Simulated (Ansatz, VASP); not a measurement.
## YMg6Cr in VASP and in Ansatz

```
Y Cr Mg
1.0
     4.97896    0.00000    0.00000
     0.00000    3.18571    5.52949
     0.00000   -3.18571    5.52949
Y Cr Mg
1 1 6
Cartesian
  0.0000 0.0000 9.1337
  2.4895 0.0000 7.3579
  2.4895 0.0000 1.8448
  2.4895 1.5599 4.6622
  2.4895 -1.5599 4.6622
  0.0000 0.0000 3.7337
  0.0000 1.5290 6.4208
  0.0000 -1.5290 6.4208
```

Alike in both runs: task single point; functional PBE; k mesh 5 × 5 × 5; occupations fermi-dirac, width 0.05 eV; collinear spin.

```csv
,VASP,Ansatz
version,VASP 6.6.1,Ansatz 0.2.0
potentials or method,"VASP PAW PBE potentials, release 64 (Y_sv, Cr_pv, Mg)",Ansatz PAW
plane-wave cutoff (eV),520,420
valence electrons in the cell,35,85
```

```csv
,VASP,Ansatz,Ansatz less VASP
gap on the k mesh at the Fermi level (eV),none,none,-
pressure (GPa),2.6,2.7,+0.09
"traceless stress, the component that is largest in VASP (GPa)",0.06,0.06,-0.007
rms of the force components (eV/Å),0.024,0.023,-0.0002
net moment per atom (μB),0.50,0.50,-0.001
size of the moment on the site where the two differ most (μB),3.64,3.76,+0.124
```

Site moments also hang on the region over which each program counts them. Atom by atom the forces differ by 0.002 eV/Å (rms over components). A gap of «none» marks a metal or a gap that the smearing closes. VASP's potentials hold 35 valence electrons a cell and Ansatz's 85, so a difference there can come from the potentials and not from the codes.
